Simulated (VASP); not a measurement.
Crystal: BN.

```
N B
1.0
     2.51942    0.00000    0.00000
    -1.25971    2.18188    0.00000
     0.00000    0.00000    4.16973
N B
2 2
Direct
  0.33333 0.66667 0.12528
  0.66667 0.33333 0.62528
  0.33333 0.66667 0.49972
  0.66667 0.33333 0.99972
```

Base run:

```yaml
Program: VASP 6.6.1
Functional: LDA
Potentials_or_basis: VASP PAW LDA potentials, release 64 (N, B)
Cutoff: 520 eV
k_mesh: 12 × 12 × 6
Occupations: fermi-dirac, width 0.05 eV
Spin: no spin polarisation
```

Its results: band gap on the k mesh 4.90 eV, indirect (least direct gap 8.30 eV); pressure 2.7 GPa; largest force 0.011 eV/Å.

The run is repeated on the same cell with these changes: functional from LDA to PBEsol; potentials or basis from VASP PAW LDA potentials, release 64 (N, B) to VASP PAW PBE potentials, release 64 (N, B). What comes out?

Band gap on the k mesh 4.90 eV, indirect (least direct gap 8.34 eV); pressure 10.8 GPa; largest force 0.022 eV/Å.

Caveats: the PAW data sets were made with another functional, which shifts forces and pressure a little (some runs).

A k mesh can miss the band edges.
